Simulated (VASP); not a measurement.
Wanted: the native input for a VASP 6.6.1 run.

```yaml
Task: single point
Functional: LDA
Potentials_or_basis: VASP PAW LDA potentials, release 64 (Ru_pv, Hf_pv)
Cutoff: 520 eV
k_mesh: 9 × 9 × 9
Occupations: fermi-dirac, width 0.0294 eV
Spin: non-collinear spin, typed start, spin-orbit coupling
Starting_moments: "[[1.068, 1.627, 0.461], [0.0, 0.0, 0.0]] μB"
Dipole_correction: no
Further_INCAR_settings: ALGO = Normal; EDIFF = 1e-06; NBANDS = 36
```

The structure of HfRu lies in POSCAR:

```
HfRu
1.0
    3.1804266387     -0.0000000025     -0.0000000022
   -0.0000000025      3.1804266273     -0.0000000012
   -0.0000000022     -0.0000000012      3.1804266419
Ru Hf
1 1
Direct
    0.5000000000      0.5000000000      0.5000000000
    0.0000000000      0.0000000000      0.0000000000
```

These files were run (other wordings do the same):

INCAR

```
SYSTEM = HfRu
ALGO = Normal ; EDIFF = 1E-6
ENCUT = 520 ; GGA = CA
GGA_COMPAT = .False. ; ISIF = 2
ISMEAR = -1 ; LASPH = .True.
LCHARG = .False. ; LMAXMIX = 4
LORBIT = 11 ; LORBMOM = .True.
LREAL = .False. ; LSORBIT = .True.
LWAVE = .False. ; MAGMOM = 1.068 1.627 0.461 0 0 0
NBANDS = 36 ; NELM = 150
PREC = Accurate ; SIGMA = 0.0294
```

KPOINTS

```
k-points
0
Gamma
  9 9 9
  0 0 0
```

Potentials or basis: VASP PAW LDA potentials, release 64 (Ru_pv, Hf_pv).

Launch:

```console
$ cat potpaw_LDA.64/Ru_pv/POTCAR potpaw_LDA.64/Hf_pv/POTCAR > POTCAR
$ mpirun -np 1 vasp_ncl > vasp.out
```

Results of the run:

- Pressure: -0.1 GPa
- Net moment: 0.00 μB per cell
- Valence electrons inside the program's atomic spheres: Ru 12.79; Hf 8.75

It took 11 min on 1 thread of AMD EPYC 7R43 64-Core Processor (Zen 3) (shared host), peak memory 0.6 GiB.
